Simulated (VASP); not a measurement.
## In3As: single point with PBE+D3(BJ)

The system is In3As.

```
In As
1.0
     4.60821    0.00000    0.00000
     0.00000    4.60821    0.00000
     0.00000    0.00000    4.60821
In As
3 1
Cartesian
  0.0000 2.3041 2.3041
  2.3041 0.0000 2.3041
  2.3041 2.3041 0.0000
  0.0000 0.0000 0.0000
```

```json
{
  "Program": "VASP 6.6.1",
  "Task": "single point",
  "Functional": "PBE",
  "Dispersion": "D3(BJ)",
  "Potentials or basis": "VASP PAW PBE potentials, release 64 (In_d, As)",
  "Cutoff": "520 eV",
  "k mesh": "3 × 3 × 3",
  "Occupations": "fermi-dirac, width 0.1 eV",
  "Spin": "no spin polarisation",
  "Dipole correction": "no",
  "Further INCAR settings": "ALGO = Normal; EDIFF = 1e-06; NBANDS = 30"
}
```

```yaml
Pressure: 0.0 GPa
Band_gap_on_the_k_mesh: zero (band 22 reaches 7.66 eV, above the bottom of band 23 at 7.11 eV)
Dispersion_energy_per_atom: -0.363 eV
```

Levels at points of the mesh, in eV from the Fermi level:
```csv
k point,band 20,band 21,band 22,band 23,band 24,band 25
"(0.00, 0.00, 0.00)",-3.49,-2.30,-2.30,1.67,1.67,1.67
```

Wall time 15 s on 1 thread of Intel Xeon 6975P-C, with other jobs on the host, peak memory 0.21 GiB.

Caveat: the k points lie up to 0.45 Å⁻¹ apart; spin-orbit coupling is left out, which moves the levels of the heavy elements; pairwise dispersion overbinds metals, which lowers pressure and volume.
